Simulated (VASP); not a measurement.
**KF: single point with PBEsol**

KF:

```
K F
1.0
     3.75382    0.00000    0.00000
     1.87691    3.25090    0.00000
     1.87691    1.08363    3.06498
K F
1 1
Cartesian
  0.0000 0.0000 0.0000
  3.7538 2.1673 1.5325
```

* Program: VASP 6.6.1
* Task: single point
* Functional: PBEsol
* Potentials or basis: VASP PAW PBE potentials, release 64 (K_sv, F)
* Cutoff: 600 eV
* k mesh: 6 × 6 × 6
* Occupations: gaussian, width 0.01 eV
* Spin: no spin polarisation
* Dipole correction: no
* Further INCAR settings: ALGO = Normal; EDIFF = 1e-06; NBANDS = 15

```
Pressure               : 0.0 GPa
Band gap on the k mesh : 6.13 eV
```

Levels at points of the mesh, in eV from the valence-band top:
| k point | band 5 | band 6 | band 7 | band 8 | band 9 | band 10 | band 11 | band 12 |
| --- | --- | --- | --- | --- | --- | --- | --- | --- |
| (0.00, 0.00, 0.00) | -9.21 | 0.00 | 0.00 | 0.00 | 6.13 | 10.69 | 10.69 | 10.69 |
| (0.50, 0.00, 0.00) | -9.24 | -0.84 | -0.37 | -0.37 | 9.05 | 10.60 | 12.14 | 12.14 |
| (0.50, 0.50, 0.00) | -9.44 | -0.20 | -0.05 | -0.05 | 8.11 | 10.34 | 11.81 | 13.71 |

It took 13 s on 1 thread of Intel(R) Xeon(R) Platinum 8375C CPU @ 2.90GHz (Ice Lake) (shared host), peak memory 0.17 GiB.

Caveat: the PAW data sets were made with another functional, which shifts forces and pressure a little. As with any semilocal functional, this PBEsol gap is likely too small.
